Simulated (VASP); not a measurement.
# NiPt5 (P-3m1) in VASP: notebook, part 2 of 2

VASP 6.6.1. Earlier steps stand in the parts before.

### 3 Single point, PBE, collinear spin, ferromagnetic start

This run uses another cell than the first one, of 14.92 Å³/atom.

File INCAR:

```
SYSTEM = NiPt5
ALGO = Fast
EDIFF = 1E-6
ENCUT = 520
GGA = PE
ISIF = 2
ISMEAR = 0
ISPIN = 2
LASPH = .True.
LCHARG = .False.
LMAXMIX = 4
LORBIT = 11
LREAL = .False.
LWAVE = .False.
MAGMOM = 2 0 0 0 0 0
NBANDS = 43
NELM = 150
PREC = Accurate
SIGMA = 0.1
```

File KPOINTS:

```
k-points
0
Gamma
  6 6 2
  0 0 0
```

File POSCAR:

```
NiPt5
1.0
    2.7614202656     -0.0000000029      0.0000000000
   -1.3807101303      2.3914601020      0.0000000000
    0.0000000000      0.0000000000     13.5541489246
Ni Pt
1 5
Direct
    0.0000000000      0.0000000000      0.0000000000
    0.3333333333      0.6666666667      0.8474530161
    0.6666666667      0.3333333333      0.6729590501
    0.0000000000      0.0000000000      0.5000000000
    0.3333333333      0.6666666667      0.3270409499
    0.6666666667      0.3333333333      0.1525469839
```

Potentials or basis: VASP PAW PBE potentials, release 64 (Ni, Pt).

Run with:

```sh
$ cat potpaw_PBE.64/Ni/POTCAR potpaw_PBE.64/Pt/POTCAR > POTCAR
$ mpirun -np 1 vasp_std > vasp.out
```

OUTCAR:

```text
SYSTEM = NiPt5
   EDIFF = 1E-6
   ENCUT = 520
   GGA = PE
   ISIF = 2
   ISMEAR = 0
   ISPIN = 2
   LASPH = .True.
   LORBIT = 11
   LREAL = .False.
   NELM = 150
   PREC = Accurate

 ion  position               nearest neighbor table
   1  0.000  0.000  0.000-   2 2.61   6 2.61   6 2.61   2 2.61   6 2.61   2 2.61
   2  0.333  0.667  0.847-   1 2.61   1 2.61   1 2.61   3 2.85   3 2.85   3 2.85
   3  0.667  0.333  0.673-   4 2.84   4 2.84   4 2.84   2 2.85   2 2.85   2 2.85
   4  0.000  0.000  0.500-   3 2.84   5 2.84   3 2.84   5 2.84   3 2.84   5 2.84
   5  0.333  0.667  0.327-   4 2.84   4 2.84   4 2.84   6 2.85   6 2.85   6 2.85
   6  0.667  0.333  0.153-   1 2.61   1 2.61   1 2.61   5 2.85   5 2.85   5 2.85

  LATTYP: Found a hexagonal cell.
 ALAT       =     2.7614202656
 C/A-ratio  =     4.9083977160

  Lattice vectors:

 A1 = (   2.7614202656,  -0.0000000029,   0.0000000000)
 A2 = (  -1.3807101303,   2.3914601020,   0.0000000000)
 A3 = (   0.0000000000,   0.0000000000,  13.5541489246)

Analysis of symmetry for initial positions (statically):
=====================================================================
 Subroutine PRICEL returns:
 Original cell was already a primitive cell.

 Routine SETGRP: Setting up the symmetry group for a
 hexagonal supercell.

 Subroutine GETGRP returns: Found 12 space group operations
 (whereof 12 operations were pure point group operations)
 out of a pool of 24 trial point group operations.

The static configuration has the point symmetry D_3d.

Analysis of symmetry for dynamics (positions and initial velocities):
=====================================================================
 Subroutine PRICEL returns:
 Original cell was already a primitive cell.

 Routine SETGRP: Setting up the symmetry group for a
 hexagonal supercell.

 Subroutine GETGRP returns: Found 12 space group operations
 (whereof 12 operations were pure point group operations)
 out of a pool of 24 trial point group operations.

The dynamic configuration has the point symmetry D_3d.
[... 170 lines left out ...]
  band No.  band energies     occupation
      1       0.6076      1.00000
      2       1.4264      1.00000
      3       1.7663      1.00000
      4       2.9433      1.00000
      5       3.1652      1.00000
      6       4.4414      1.00000
[... 619 lines left out ...]
     41      17.7793      0.00000
     42      18.1699      0.00000
 Fermi energy:        10.3258646719

 spin component 2

 k-point     1 :       0.0000    0.0000    0.0000
  band No.  band energies     occupation
      1       0.6167      1.00000
      2       1.4375      1.00000
      3       1.7772      1.00000
      4       2.9708      1.00000
      5       3.1786      1.00000
      6       4.5323      1.00000
[... 619 lines left out ...]
     41      17.8296      0.00000
     42      18.2316      0.00000
 [bands above 42 left out]

------------------------ aborting loop because EDIFF is reached ----------------------------------------

  FORCE on cell =-STRESS in cart. coord.  units (eV):
  Direction    XX          YY          ZZ          XY          YZ          ZX
  --------------------------------------------------------------------------------------
  -------------------------------------------------------------------------------------
  Total       -0.3202252     -0.3202252     -0.2818809      0.0000000      0.0000000      0.0000000
  in kB       -5.7318939     -5.7318939     -5.0455473      0.0000000      0.0000000      0.0000000
  external PRESSURE =      -5.5031117 kB  Pullay stress =       0.0000000 kB

 VOLUME and BASIS-vectors are now :
 -----------------------------------------------------------------------------
  energy-cutoff  :      520.00
  volume of cell :       89.51
      direct lattice vectors                 reciprocal lattice vectors
     2.761420266 -0.000000003  0.000000000     0.362132491  0.209077291  0.000000000
    -1.380710130  2.391460102  0.000000000     0.000000000  0.418154583  0.000000000
     0.000000000  0.000000000 13.554148925     0.000000000  0.000000000  0.073778148

 POSITION                                       TOTAL-FORCE (eV/Angst)
 -----------------------------------------------------------------------------------
      0.00000      0.00000      0.00000        -0.000000      0.000000      0.000000
      0.00000      1.59431     11.48650         0.000000     -0.000000      0.019109
      1.38071      0.79715      9.12139         0.000000     -0.000000     -0.011396
      0.00000      0.00000      6.77707        -0.000000      0.000000      0.000000
      0.00000      1.59431      4.43276        -0.000000      0.000000      0.011396
      1.38071      0.79715      2.06764        -0.000000      0.000000     -0.019109
 -----------------------------------------------------------------------------------
    total drift:                                0.000000      0.000000      0.000000

  FREE ENERGIE OF THE ION-ELECTRON SYSTEM (eV)
  ---------------------------------------------------
  free  energy   TOTEN  =       -36.4117433832 eV

  energy  without entropy=      -36.3621429633  energy(sigma->0) =      -36.38694317

 total charge

# of ion       s       p       d       tot
------------------------------------------
    1        0.422   0.424   8.280   9.127
    2        0.661   0.604   8.009   9.274
    3        0.628   0.580   8.023   9.232
    4        0.627   0.584   8.019   9.230
    5        0.628   0.580   8.023   9.232
    6        0.661   0.604   8.009   9.274
--------------------------------------------------
tot          3.628   3.377  48.363  55.368

 magnetization (x)

# of ion       s       p       d       tot
------------------------------------------
    1       -0.000  -0.007   0.793   0.786
    2       -0.003  -0.008   0.190   0.179
    3       -0.001  -0.002   0.056   0.052
    4       -0.000  -0.001   0.016   0.016
    5       -0.001  -0.002   0.056   0.052
    6       -0.003  -0.008   0.190   0.179
--------------------------------------------------
tot         -0.008  -0.029   1.301   1.264
```

It took 9.5 min on 1 thread of AMD EPYC 7R13 (Zen 3), shared host; peak memory 0.3 GiB.

What came out:

* Free energy: -36.4117 eV
* Pressure: -0.6 GPa
* Largest force: 0.019 eV/Å
* Net moment: 1.25 μB per cell
* Site moments: Ni +0.79; Pt +0.18, +0.05, +0.02 (each value once) μB
* Valence electrons inside the program's atomic spheres: Ni 9.13; Pt 9.27, 9.23 (each value once)

Forces on the atoms (eV/Å):
```
Ni   0.000  0.000  0.000
Pt   0.000  0.000  0.019
Pt   0.000  0.000 -0.011
Pt   0.000  0.000  0.000
Pt   0.000  0.000  0.011
Pt   0.000  0.000 -0.019
```

Caveat: the k points lie up to 0.44 Å⁻¹ apart; spin-orbit coupling is left out, which moves the levels of the heavy elements.

### 4 Single point, PBE, collinear spin, ferromagnetic start

File INCAR:

```
ALGO = Normal ; EDIFF = 1E-6
ENCUT = 520 ; GGA = PE
ISIF = 2 ; ISMEAR = 0
ISPIN = 2 ; LASPH = True
LCHARG = True ; LELF = True
LMAXMIX = 4 ; LORBIT = 11
LREAL = False ; LVHAR = True
LWAVE = False ; MAGMOM = 2 0 0 0 0 0
NBANDS = 43 ; NELM = 150
PREC = Accurate ; SIGMA = 0.1
```

File KPOINTS:

```
k-points
0
Gamma
  6 6 2
```

File POSCAR:

```
NiPt5
1.0
    2.7739021700      0.0000000000      0.0000000000
   -1.3869510800      2.4022697400      0.0000000000
    0.0000000000      0.0000000000     13.5892898100
Ni Pt
1 5
Direct
    0.0000000000      0.0000000000      0.0000000000
    0.3333333300      0.6666666700      0.8333333300
    0.6666666700      0.3333333300      0.6666666700
    0.0000000000      0.0000000000      0.5000000000
    0.3333333300      0.6666666700      0.3333333300
    0.6666666700      0.3333333300      0.1666666700
```

Run with:

```sh
$ cat potpaw_PBE.64/Ni/POTCAR potpaw_PBE.64/Pt/POTCAR > POTCAR
$ mpirun -np 1 vasp_std > vasp.out
```

Wall time 3.5 min (1 thread of AMD EPYC 7R13 (Zen 3), shared host); peak memory 0.29 GiB.

Results (log left out):

* Free energy: -36.0975 eV
* Pressure: -0.5 GPa
* Largest force: 1.500 eV/Å
* Net moment: 1.46 μB per cell
* Site moments: Ni +0.85; Pt +0.16, +0.11, +0.09 (each value once) μB
* Valence electrons inside the program's atomic spheres: Ni 8.96; Pt 9.22, 9.29 (each value once)

Forces on the atoms (eV/Å):
```
Ni   0.000  0.000  0.000
Pt   0.000  0.000  1.500
Pt   0.000  0.000 -0.071
Pt   0.000  0.000  0.000
Pt   0.000  0.000  0.071
Pt   0.000  0.000 -1.500
```

Stress tensor (GPa, compression positive):
```
-1.20  0.00  0.00
 0.00 -1.20  0.00
 0.00  0.00  0.81
```

Levels at points of the mesh, in eV from the Fermi level:
Spin up:
```csv
k point,band 29,band 30,band 31,band 32,band 33,band 34,band 35,band 36
"(0.00, 0.00, 0.00)",-1.31,-1.02,-1.02,-0.71,-0.71,-0.27,-0.11,-0.11
"(0.50, 0.00, 0.00)",0.21,0.30,0.39,1.91,1.93,2.54,2.81,3.11
"(0.00, 0.00, 0.50)",-1.32,-1.29,-1.29,-1.28,-0.49,-0.49,-0.18,-0.18
"(0.50, 0.00, 0.50)",0.32,0.37,0.79,1.42,2.09,2.63,2.82,3.10
```
Spin down:
| k point | band 28 | band 29 | band 30 | band 31 | band 32 | band 33 | band 34 | band 35 | band 36 | band 37 |
| --- | --- | --- | --- | --- | --- | --- | --- | --- | --- | --- |
| (0.00, 0.00, 0.00) | -0.81 | -0.81 | -0.59 | -0.59 | -0.41 | -0.41 | -0.27 | 0.17 | 0.17 | 5.55 |
| (0.50, 0.00, 0.00) | 0.30 | 0.40 | 0.49 | 0.54 | 1.93 | 2.07 | 2.60 | 2.89 | 3.16 | 5.43 |
| (0.00, 0.00, 0.50) | -1.16 | -1.06 | -1.06 | -0.71 | -0.71 | -0.09 | -0.09 | 0.03 | 0.03 | 6.71 |
| (0.50, 0.00, 0.50) | 0.30 | 0.45 | 0.46 | 1.04 | 1.46 | 2.25 | 2.66 | 2.88 | 3.16 | 5.43 |

Caveat: the k points lie up to 0.44 Å⁻¹ apart; spin-orbit coupling is left out, which moves the levels of the heavy elements; forces of over 1 eV/Å act on the atoms, so gaps and moduli don't describe the material at rest.

### 5 Summary

| task | cell | cutoff (eV) | gap on the mesh (eV) | pressure (GPa) | moment (μB) | largest force (eV/Å) |
| --- | --- | --- | --- | --- | --- | --- |
| relaxation of cell and atoms | relaxed from a = 2.774, b = 2.774, c = 13.589 Å, angles 90.0, 90.0, 120.0°, 6 atoms, atomic positions A | 600 | none | 0.1 | 1.23 | 0.04 |
| single point | a = 2.761, b = 2.761, c = 13.554 Å, angles 90.0, 90.0, 120.0°, 6 atoms, atomic positions B | 520 | none | -0.6 | 1.25 | 0.02 |
| single point | a = 2.774, b = 2.774, c = 13.589 Å, angles 90.0, 90.0, 120.0°, 6 atoms, atomic positions A | 520 | none | -0.5 | 1.46 | 1.50 |

Alike in all rows: level PBE; potentials or basis VASP PAW PBE potentials, release 64 (Ni, Pt); spin collinear, ferromagnetic start; k mesh 6 × 6 × 2; smearing gaussian 0.1 eV.

Caveats: all runs use coarse meshes; spin-orbit coupling is left out, which moves the levels of the heavy elements; forces of over 1 eV/Å act on the atoms, so gaps and moduli don't describe the material at rest (at least some runs).

Total energies depend on the potentials used, so only differences within one code and one set of settings carry meaning.
